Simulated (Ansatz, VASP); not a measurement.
## RbMg6Zr in VASP and in Ansatz

```
Zr Rb Mg
1.0
     5.25008    0.00000    0.00000
     0.00000    3.42191    5.82810
     0.00000   -3.42191    5.82810
Zr Rb Mg
1 1 6
Direct
  0.00461 0.91670 0.91317
  0.50332 0.58626 0.58501
  0.49145 0.08089 0.07712
  0.49933 0.08468 0.59881
  0.51002 0.60275 0.07312
  0.98915 0.40320 0.39293
  0.00118 0.39249 0.94505
  0.01607 0.93903 0.40149
```

Change from the starting cell: atoms moved at random, drawn with an rms of 0.05 Å.

Alike in both runs: task single point; functional PBE; k mesh 5 × 5 × 5; occupations fermi-dirac, width 0.05 eV; no spin polarisation.

|  | VASP | Ansatz |
| --- | --- | --- |
| version | VASP 6.6.1 | Ansatz 0.2.0 |
| potentials or method | VASP PAW PBE potentials, release 64 (Zr_sv, Rb_sv, Mg) | Ansatz PAW |
| plane-wave cutoff (eV) | 520 | 420 |
| valence electrons in the cell | 33 | 81 |

VASP gave:

```
gap on the k mesh at the Fermi level (eV)                     : none
pressure (GPa)                                                : -0.1
traceless stress, the component that is largest in VASP (GPa) : -0.14
rms of the force components (eV/Å)                            : 0.106
```

Task: Which values does Ansatz return?

Result: gap on the k mesh at the Fermi level (eV): none; pressure (GPa): -0.1; traceless stress, the component that is largest in VASP (GPa): -0.14; rms of the force components (eV/Å): 0.107.

Atom by atom the forces differ by 0.002 eV/Å (rms over components). A gap of «none» marks a metal or a gap that the smearing closes. With one functional, cell and mesh, what is left measures potentials, basis and numerics. VASP's potentials hold 33 valence electrons a cell and Ansatz's 81, so a difference there can come from the potentials and not from the codes.
